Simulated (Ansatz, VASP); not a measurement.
Two plane-wave programs on InSb

```
CELL_PARAMETERS angstrom
0.00000 2.93106 3.11426
2.93106 0.00000 3.11426
2.93106 2.93106 0.00000
ATOMIC_POSITIONS crystal
In 0.00000 0.00000 0.00000
Sb 0.50000 0.50000 0.50000
```

Alike in both runs: task single point; functional PBE; k mesh 14 × 14 × 14; occupations gaussian, width 0.15 eV; no spin polarisation.

|  | VASP | Ansatz |
| --- | --- | --- |
| version | VASP 6.6.1 | Ansatz 0.2.0 |
| potentials or method | VASP PAW PBE potentials, release 64 (In_d, Sb), cutoff 520 eV | scalar-relativistic, plane waves, PAW |
| valence electrons in the cell | 18 | 28 |

```csv
,VASP,Ansatz,Ansatz less VASP
gap on the k mesh at the Fermi level (eV),none,none,-
pressure (GPa),5.3,5.3,+0.03
"traceless stress, the component that is largest in VASP (GPa)",-4.27,-4.27,-0.006
```

A gap of «none» marks a metal or a gap that the smearing closes. VASP's potentials hold 18 valence electrons a cell and Ansatz's 28, so a difference there can come from the potentials and not from the codes.

Neither program's run includes spin-orbit coupling.
